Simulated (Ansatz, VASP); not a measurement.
One calculation of GaSb, two programs

File POSCAR:

```
GaSb
1.0
   -2.7534340000      2.7534340000      1.5907070000
    2.7534340000     -2.7534340000      1.5907070000
    2.7534340000      2.7534340000     -1.5907070000
Sb Ga
1 1
Direct
    0.0000000000      0.0000000000      0.0000000000
    0.7500000000      0.2500000000      0.5000000000
```

Contents of INCAR.step1:

```
SYSTEM = GaSb
PREC = Accurate
ENCUT = 520
EDIFF = 1E-5
ISMEAR = -1
SIGMA = 0.05
LREAL = .FALSE.
LASPH = .TRUE.
NELM = 60
ALGO = Normal
ISIF = 2
LWAVE = .TRUE.
LCHARG = .FALSE.
NBANDS = 16
GGA = PE
LUSENCCL = .FALSE.
```

The input INCAR.step2:

```
SYSTEM = GaSb
PREC = Accurate
ENCUT = 520
EDIFF = 1E-7
ISMEAR = -1
SIGMA = 0.05
LREAL = .FALSE.
LASPH = .TRUE.
NELM = 60
ALGO = Normal
ISIF = 2
LWAVE = .FALSE.
LCHARG = .FALSE.
GGA = PE
LHFCALC = .TRUE.
AEXX = 0.25
HFSCREEN = 0.3
PRECFOCK = Normal
NBANDS = 16
ISTART = 1
LUSENCCL = .FALSE.
```

The input KPOINTS:

```
Automatic mesh
0
G
  5 5 5
  0 0 0
```

File input.yaml:

```yaml
crystal:
  lattice:
    - [-2.753434, 2.753434, 1.590707]
    - [2.753434, -2.753434, 1.590707]
    - [2.753434, 2.753434, -1.590707]
  atoms:
    - { symbol: Sb, position: [0.0, 0.0, 0.0] }
    - { symbol: Ga, position: [0.75, 0.25, 0.5] }
hamiltonian:
  xc: { exchange: pbe, correlation: pbe, exx: { coeff: 0.25, omega: 0.3 } }
  pseudopotentials: { kind: paw }
kpoints:
  mp_grid: { grid: [5, 5, 5] }
scf:
  occupations: { method: fermi_dirac, width: 0.05 }
output:
  forces: true
  stress: true
  eigenvalues: true
  write_density: true
  write_potential: true
  elf: true
  volumetric_format: npy
```

Alike in both runs: task single point; functional PBE-based screened hybrid; k mesh 5 × 5 × 5; occupations fermi-dirac, width 0.05 eV; no spin polarisation.

|  | VASP | Ansatz |
| --- | --- | --- |
| version | VASP 6.6.1 | Ansatz 0.2.0 |
| potentials or method | VASP PAW PBE potentials, release 64 (Sb, Ga_d) | Ansatz PAW |
| plane-wave cutoff (eV) | 520 | 420 |
| valence electrons in the cell | 18 | 28 |

Ansatz gave:

* gap on the k mesh at the Fermi level (eV): none
* pressure (GPa): -1.4
* traceless stress, the component that is largest in VASP (GPa): 0.49

**Question.** What did VASP give for the same quantities?

**Answer.** gap on the k mesh at the Fermi level (eV): none; pressure (GPa): -1.8; traceless stress, the component that is largest in VASP (GPa): 0.53.

VASP's potentials were made for PBE, not for PBE-based screened hybrid. A gap of «none» marks a metal or a gap that the smearing closes. With one functional, cell and mesh, what is left measures potentials, basis and numerics. VASP's potentials hold 18 valence electrons a cell and Ansatz's 28, so a difference there can come from the potentials and not from the codes.

The k mesh is coarse, so the values compare programs but aren't converged. Spin-orbit coupling is off throughout.
